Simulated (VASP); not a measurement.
**CdHg3Se4: single point with PBE**

CdHg3Se4:

```xyz
8
Lattice="4.4199 0.0000 0.0000 0.0000 4.4199 0.0000 0.0000 0.0000 12.4648" Properties=species:S:1:pos:R:3 pbc="T T T"
Cd    2.2099    2.2099    6.2324
Hg    0.0000    0.0000    9.3310
Hg    2.2099    2.2099    0.0000
Hg    0.0000    0.0000    3.1338
Se    2.2099    0.0000   10.8978
Se    0.0000    2.2099    1.5670
Se    2.2099    0.0000    4.7036
Se    0.0000    2.2099    7.7612
```

```json
{
 "Program": "VASP 6.6.1",
 "Task": "single point",
 "Functional": "PBE",
 "Potentials or basis": "VASP PAW PBE potentials, release 64 (Cd, Hg, Se)",
 "Cutoff": "520 eV",
 "k mesh": "4 × 4 × 2",
 "Occupations": "gaussian, width 0.1 eV",
 "Spin": "no spin polarisation"
}
```

```yaml
Pressure: 0.3 GPa
Largest_force: 0.005 eV/Å
Band_gap_on_the_k_mesh: zero (filled and empty bands touch)
```

Forces in eV/Å, atoms in the order of the input:
```
Cd   0.000  0.000  0.000
Hg   0.000  0.000 -0.001
Hg   0.000  0.000  0.000
Hg   0.000  0.000  0.001
Se   0.000  0.000  0.001
Se   0.000  0.000 -0.001
Se   0.000  0.000  0.005
Se   0.000  0.000 -0.005
```

Stress tensor (GPa, compression positive):
```
0.37 0.00 0.00
0.00 0.37 0.00
0.00 0.00 0.19
```

Levels at points of the mesh, in eV from the Fermi level:
```tsv
k point	band 34	band 35	band 36	band 37	band 38	band 39
(0.00, 0.00, 0.00)	-0.69	-0.04	-0.03	-0.03	2.17	2.38
(0.50, 0.00, 0.00)	-0.79	-0.76	-0.76	1.13	1.46	2.42
(0.50, 0.50, 0.00)	-1.92	-1.92	-1.88	2.63	2.95	3.16
(0.00, 0.00, 0.50)	-0.46	-0.28	-0.28	0.95	1.19	2.71
(0.50, 0.00, 0.50)	-0.79	-0.76	-0.76	1.79	1.81	1.84
(0.50, 0.50, 0.50)	-2.07	-1.98	-1.96	2.94	3.06	3.08
```

It took 86 s on 1 thread of Intel(R) Xeon(R) Platinum 8488C (Sapphire Rapids) (shared host), peak memory 0.41 GiB.

Caveat: spin-orbit coupling is left out, which moves the levels of the heavy elements.
